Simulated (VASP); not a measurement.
Runs of VASP 6.6.1 on KCl. The structure is that of space group Fm-3m (No. 225), or close to it. The cells are those of the table. 

```csv
task,cell,cutoff (eV),smearing,gap on the mesh (eV),pressure (GPa)
relaxation of cell and atoms,"relaxed from a = 4.450 Å, angles 60.0°, 2 atoms",600,gaussian 0.02 eV,5.83,0.0
single point,"a = 4.450 Å, angles 60.0°, 2 atoms",520,gaussian 0.1 eV,5.83,0.0
single point,"a = 4.405 Å, angles 60.0°, 2 atoms",520,gaussian 0.02 eV,5.94,(d)
single point,"a = 4.264 Å, angles 60.0°, 2 atoms",520,gaussian 0.02 eV,6.32,3.4
single point,"a = 4.312 Å, angles 60.0°, 2 atoms",520,gaussian 0.02 eV,(b),2.3
single point,"a = 4.494 Å, angles 60.0°, 2 atoms",520,gaussian 0.02 eV,5.73,(c)
single point,"a = 4.537 Å, angles 60.0°, 2 atoms",520,gaussian 0.02 eV,5.63,-1.0
single point,"a = 4.450 Å, angles 60.0°, 2 atoms",520,gaussian 0.02 eV,5.83,0.0
single point,"a = 4.359 Å, angles 60.0°, 2 atoms",520,gaussian 0.02 eV,(a),1.4
single point,"a = 4.593 Å, angles 60.0°, 2 atoms",520,gaussian 0.02 eV,5.51,-1.5
```

Alike in all rows: level r2SCAN; potentials or basis VASP PAW PBE potentials, release 64 (K_sv, Cl); no spin polarisation; k mesh 6 × 6 × 6.

Q: Fill in the values left out.

A: (a) 6.06; (b) 6.19; (c) -0.6; (d) 0.6.

Caveats: the PAW data sets were made with another functional, which shifts forces and pressure a little; the relaxation stopped at its first step, so nothing moved (at least some runs); the cell stands under pressure (at least some runs).

